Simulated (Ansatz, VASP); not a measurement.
# One calculation of AlNi, two programs

```
Al Ni
1.0
     2.93372    0.00000    0.00000
     0.00000    2.93372    0.00000
     0.00000    0.00000    2.71906
Al Ni
1 1
Direct
  0.00000 0.00000 0.00000
  0.50000 0.50000 0.50000
```

Change from the starting cell: strain +0.025 along x and y, -0.050 along z, atoms carried along.

Alike in both runs: task single point; functional PBEsol; k mesh 20 × 20 × 20; occupations gaussian, width 0.15 eV; no spin polarisation.

```csv
,VASP,Ansatz
version,VASP 6.6.1,Ansatz 0.2.0
potentials or method,"VASP PAW PBE potentials, release 64 (Al, Ni), cutoff 600 eV","scalar-relativistic, plane waves, PAW"
valence electrons in the cell,13,21
```

Ansatz gave:

| Property | Result |
| --- | --- |
| gap on the k mesh at the Fermi level (eV) | none |
| pressure (GPa) | 0.8 |
| traceless stress, the component that is largest in VASP (GPa) | 5.17 |

Problem. Which values does VASP return?

Solution. gap on the k mesh at the Fermi level (eV): none; pressure (GPa): 0.9; traceless stress, the component that is largest in VASP (GPa): 5.28.

VASP's potentials were made for PBE, not for PBEsol. A gap of «none» marks a metal or a gap that the smearing closes. VASP's potentials hold 13 valence electrons a cell and Ansatz's 21, so a difference there can come from the potentials and not from the codes.
